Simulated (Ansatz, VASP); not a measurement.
## Rh in VASP and in Ansatz

```
Rh
1.0
     4.35954    0.00000    0.00000
    -2.17977    3.77547    0.00000
     0.00000    0.00000    2.67510
Rh
3
Direct
  0.00000 0.00000 0.00000
  0.33333 0.66667 0.50000
  0.66667 0.33333 0.50000
```

Alike in both runs: task single point; functional r2SCAN; k mesh 10 × 10 × 13; occupations fermi-dirac, width 0.1 eV; no spin polarisation.

|  | VASP | Ansatz |
| --- | --- | --- |
| version | VASP 6.6.1 | Ansatz 0.2.0 |
| potentials or method | VASP PAW PBE potentials, release 64 (Rh_pv), cutoff 520 eV | plane waves (500 eV) with PAW, scalar-relativistic |
| valence electrons in the cell | 45 | 51 |

|  | VASP | Ansatz | Ansatz less VASP |
| --- | --- | --- | --- |
| pressure (GPa) | -8.3 | -9.3 | -0.96 |
| traceless stress, the component that is largest in VASP (GPa) | -0.09 | -0.01 | +0.086 |

VASP's potentials were made for PBE, not for r2SCAN. With one functional, cell and mesh, what is left measures potentials, basis and numerics. VASP's potentials hold 45 valence electrons a cell and Ansatz's 51, so a difference there can come from the potentials and not from the codes.
